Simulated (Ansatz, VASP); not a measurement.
# CeO2: VASP beside Ansatz

```
CELL_PARAMETERS angstrom
0.00000 2.68115 2.68115
2.68115 0.00000 2.68115
2.68115 2.68115 0.00000
ATOMIC_POSITIONS crystal
Ce 0.00000 0.00000 0.00000
O 0.25000 0.25000 0.25000
O 0.75000 0.75000 0.75000
```

Alike in both runs: task single point; functional PBEsol; k mesh 6 × 6 × 6; occupations gaussian, width 0.03 eV; no spin polarisation.

|  | VASP | Ansatz |
| --- | --- | --- |
| version | VASP 6.6.1 | Ansatz 0.2.0 |
| potentials or method | VASP PAW PBE potentials, release 64 (Ce, O), cutoff 600 eV | PAW, plane waves, scalar-relativistic |
| valence electrons in the cell | 24 | 24 |

```tsv
	VASP	Ansatz	Ansatz less VASP
pressure (GPa)	3.9	4.0	+0.06
```

VASP's potentials were made for PBE, not for PBEsol.

Spin-orbit coupling is off throughout.
